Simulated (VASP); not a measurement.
# C (P6_3/mmc) in VASP: a series of runs, part 2 of 2

VASP 6.6.1. Earlier steps stand in the parts before.

## 3. Single point, PBEsol+D3(BJ) (8.19 Å³/atom)

File INCAR:

```
SYSTEM = C
ALGO = Normal ; EDIFF = 1E-6
ENCUT = 520 ; GGA = PS
ISIF = 2 ; ISMEAR = 0
IVDW = 12 ; LASPH = .TRUE.
LCHARG = .FALSE. ; LREAL = .FALSE.
LWAVE = .FALSE. ; NBANDS = 16
NELM = 100 ; PREC = Accurate
SIGMA = 0.15
```

File KPOINTS:

```
k-points
0
G
  21 21 8
  0 0 0
```

File POSCAR:

```
C
1.0
    2.3415011181      0.0000000000      0.0000000000
   -1.1707505591      2.0277994512      0.0000000000
    0.0000000000      0.0000000000      6.9029794462
C
4
Direct
    0.0000000000      0.0000000000      0.0025000000
    0.0000000000      0.0000000000      0.5025000000
    0.3333333333      0.6666666667      0.0025000000
    0.6666666667      0.3333333333      0.5025000000
```

Potentials or basis: VASP PAW PBE potentials, release 64 (C).

Run with:

```
> cat potpaw_PBE.64/C/POTCAR > POTCAR
> mpirun -np 1 vasp_std > vasp.out
```

OUTCAR:

```text
SYSTEM = C
   EDIFF = 1E-6
   ENCUT = 520
   GGA = PS
   ISIF = 2
   ISMEAR = 0
   IVDW = 12
   LASPH = .TRUE.
   LREAL = .FALSE.
   NELM = 100
   PREC = Accurate
 IVDW          = 12

 ion  position               nearest neighbor table
   1  0.000  0.000  0.002-   3 1.35   3 1.35   3 1.35
   2  0.000  0.000  0.502-   4 1.35   4 1.35   4 1.35
   3  0.333  0.667  0.002-   1 1.35   1 1.35   1 1.35
   4  0.667  0.333  0.502-   2 1.35   2 1.35   2 1.35

  LATTYP: Found a hexagonal cell.
 ALAT       =     2.3415011181
 C/A-ratio  =     2.9481000000

  Lattice vectors:

 A1 = (   2.3415011181,   0.0000000000,   0.0000000000)
 A2 = (  -1.1707505591,   2.0277994512,   0.0000000000)
 A3 = (   0.0000000000,   0.0000000000,   6.9029794462)

Analysis of symmetry for initial positions (statically):
=====================================================================
 Subroutine PRICEL returns:
 Original cell was already a primitive cell.

 Routine SETGRP: Setting up the symmetry group for a
 hexagonal supercell.

 Subroutine GETGRP returns: Found 24 space group operations
 (whereof  6 operations were pure point group operations)
 out of a pool of 24 trial point group operations.

The static configuration has the point symmetry C_3v.
 The point group associated with its full space group is D_6h.

Analysis of symmetry for dynamics (positions and initial velocities):
=====================================================================
 Subroutine PRICEL returns:
 Original cell was already a primitive cell.

 Routine SETGRP: Setting up the symmetry group for a
 hexagonal supercell.

 Subroutine GETGRP returns: Found 24 space group operations
 (whereof  6 operations were pure point group operations)
 out of a pool of 24 trial point group operations.

The dynamic configuration has the point symmetry C_3v.
 The point group associated with its full space group is D_6h.

 Subroutine INISYM returns: Found 24 space group operations
[... 122 lines left out ...]
  volume/ion in A,a.u.               =       8.19        55.30
  Fermi-wavevector in a.u.,A,eV,Ry     =   1.289029  2.435912 22.607399  1.661597
  Thomas-Fermi vector in A             =   2.420947
   LORBIT       =      0    0 simple, 1 ext, 2 COOP (PROOUT), +10 PAW based schemes
   GGA     = PS    functional components
   LHFCALC =     F    Hartree Fock is set to
   AEXX    =    0.0000 exact exchange contribution
   IVDW    =    12    specifies the selected vdW correction
   LEPSILON=     F    determine dielectric tensor
   LRPA    =     F    only Hartree local field effects (RPA)
 non-spin polarized calculation
 Gauss-broadening in eV      SIGMA  =   0.15
  energy-cutoff  :      520.00
  volume of cell :       32.78
 maximum number of plane-waves:       914
 NGX is ok and might be reduce to    18
   NGX =  9   NGY =  9   NGZ = 25

 number of electron      16.0000002 magnetization

 Free energy of the ion-electron system (eV)
  ---------------------------------------------------
  ext. energy  EPLUGINS =         0.00000000
  ---------------------------------------------------
  free energy    TOTEN  =       -37.83924921 eV

  energy without entropy =      -37.83835785  energy(sigma->0) =      -37.83880353

 E-fermi :   5.2927     XC(G=0): -10.6472

 val. band max:        5.2914905046   @ k =   0.3333   0.3333   0.5000
 cond. band min:       5.2927020268   @ k =   0.3333   0.3333   0.2500
 fundamental gap:      0.0012115223
 Fermi energy:         5.2926814806

 k-point     1 :       0.0000    0.0000    0.0000
  band No.  band energies     occupation
      1     -15.5515      2.00000
      2     -15.3226      2.00000
      3      -4.2177      2.00000
      4      -2.5813      2.00000
      5       2.4127      2.00000
      6       2.4127      2.00000
[... 433 lines left out ...]
      3      -2.1732      2.00000
      4      -2.0382      2.00000
      5      -1.9843      2.00000
      6      -0.6432      2.00000
[... 8 lines left out ...]
     15      19.2672      0.00000
     16      19.4285      0.00000

 [... further k-points ...]

------------------------ aborting loop because EDIFF is reached ----------------------------------------

 Edisp (eV)   -0.40035

 E8    (eV) :    -0.1947

  FORCE on cell =-STRESS in cart. coord.  units (eV):
  Direction    XX          YY          ZZ          XY          YZ          ZX
  --------------------------------------------------------------------------------------
  -------------------------------------------------------------------------------------
  Total      15.78910    15.78910    -0.32072    -0.00000     0.00000     0.00000
  in kB     771.81273   771.81273   -15.67746    -0.00000     0.00000     0.00000
  external pressure =      509.32 kB  Pullay stress =        0.00 kB

 VOLUME and BASIS-vectors are now :
 -----------------------------------------------------------------------------
  energy-cutoff  :      520.00
  volume of cell :       32.78
      direct lattice vectors                 reciprocal lattice vectors
     2.341501118  0.000000000  0.000000000     0.427076456  0.246572707  0.000000000
    -1.170750559  2.027799451  0.000000000     0.000000000  0.493145414  0.000000000
     0.000000000  0.000000000  6.902979446     0.000000000  0.000000000  0.144864983

 POSITION                                       TOTAL-FORCE (eV/Angst)
 -----------------------------------------------------------------------------------
      0.00000      0.00000      0.01726        -0.000000      0.000000      0.000000
      0.00000      0.00000      3.46875         0.000000     -0.000000      0.000000
     -0.00000      1.35187      0.01726        -0.000000     -0.000000     -0.000000
      1.17075      0.67593      3.46875         0.000000     -0.000000     -0.000000
 -----------------------------------------------------------------------------------
    total drift:                                0.000000      0.000000     -0.000006

  FREE ENERGIE OF THE ION-ELECTRON SYSTEM (eV)
  ---------------------------------------------------
  free  energy   TOTEN  =       -38.2395947050 eV

  energy  without entropy=      -38.2387033398  energy(sigma->0) =      -38.23914902
```

Wall time 2.6 min (1 thread of AMD EPYC 7R13, shared host); peak memory 0.19 GiB.

Results:

```yaml
Free_energy: -38.2396 eV
Pressure: 50.9 GPa
Band_gap_on_the_k_mesh: zero (bands 8 and 9 overlap by 0.02 eV)
Dispersion_energy_per_atom: -0.100 eV
```

Stress tensor (GPa, compression positive):
```
77.18  0.00  0.00
 0.00 77.18  0.00
 0.00  0.00 -1.57
```

Levels at points of the mesh, in eV from the Fermi level:
```
           k point  band 6  band 7  band 8  band 9  band 10  band 11
(0.00, 0.00, 0.00)   -2.88   -2.87   -2.87    3.22     9.12     9.37
(0.00, 0.00, 0.50)   -2.87   -2.87   -2.87    5.64     5.64     9.39
```

Caveat: the cell stands under pressure; the PAW data sets were made with another functional, which shifts forces and pressure a little.

## 4. Single point, PBEsol+D3(BJ) (8.19 Å³/atom)

File INCAR:

```
PREC     = Accurate       # precision mode
ENCUT    = 520            # plane-wave cutoff, eV
EDIFF    = 1E-6           # SCF threshold, eV
ISMEAR   = 0              # smearing method
SIGMA    = 0.15           # smearing width, eV
LREAL    = False          # projectors in reciprocal space
LASPH    = True           # aspherical terms in the spheres
NELM     = 60             # most SCF steps
ALGO     = Normal         # electronic algorithm
ISIF     = 2              # what is computed and relaxed
LWAVE    = False          # write WAVECAR
LCHARG   = True           # write CHGCAR
GGA      = PS             # functional
IVDW     = 12             # dispersion correction
LELF     = True           # ELF
LVHAR    = True         
NBANDS   = 16             # bands
```

File KPOINTS:

```
regular mesh
0
Gamma
  21 21 8
```

File POSCAR:

```
C
1.0
    2.3794453433      0.0000000000      0.0000000000
   -1.1897226717      2.0606601142      0.0000000000
    0.0000000000      0.0000000000      6.6845758030
C
4
Direct
    0.0000000000      0.0000000000      0.0025000000
    0.0000000000      0.0000000000      0.5025000000
    0.3333333333      0.6666666667      0.0025000000
    0.6666666667      0.3333333333      0.5025000000
```

Run with:

```
> cat potpaw_PBE.64/C/POTCAR > POTCAR
> mpirun -np 1 vasp_std > vasp.out
```

Wall time 2.3 min (1 thread of AMD EPYC 7R13, shared host); peak memory 0.19 GiB.

The run converged. Its results:

```
Free energy                : -38.6690 eV
Pressure                   : 33.8 GPa
Band gap on the k mesh     : zero (bands 8 and 9 overlap by 0.03 eV)
Dispersion energy per atom : -0.107 eV
```

Stress tensor (GPa, compression positive):
```
51.07  0.00  0.00
 0.00 51.07  0.00
 0.00  0.00 -0.78
```

Levels at points of the mesh, in eV from the Fermi level:
```tsv
k point	band 5	band 6	band 7	band 8	band 9	band 10	band 11	band 12
(0.00, 0.00, 0.00)	-2.91	-2.91	-2.89	-2.89	3.66	9.03	9.03	9.08
(0.00, 0.00, 0.50)	-2.90	-2.90	-2.90	-2.90	6.34	6.34	9.06	9.06
```

Caveat: the cell stands under pressure; the PAW data sets were made with another functional, which shifts forces and pressure a little.

## 5. The runs side by side

```tsv
cell	gap on the mesh (eV)	pressure (GPa)
a = 2.497, b = 2.497, c = 6.070 Å, angles 90.0, 90.0, 120.0°, 4 atoms	none	-12.1
a = 2.342, b = 2.342, c = 6.903 Å, angles 90.0, 90.0, 120.0°, 4 atoms	none	50.9
a = 2.379, b = 2.379, c = 6.685 Å, angles 90.0, 90.0, 120.0°, 4 atoms	none	33.8
```

Alike in all rows: task single point; level PBEsol+D3(BJ); potentials or basis VASP PAW PBE potentials, release 64 (C); no spin polarisation; k mesh 21 × 21 × 8; cutoff (eV) 520; smearing gaussian 0.15 eV.

Caveats: the PAW data sets were made with another functional, which shifts forces and pressure a little; the cell stands under pressure (at least some runs); the cell stands under tension (at least some runs).

Total energies depend on the potentials used, so only differences within one code and one set of settings carry meaning.
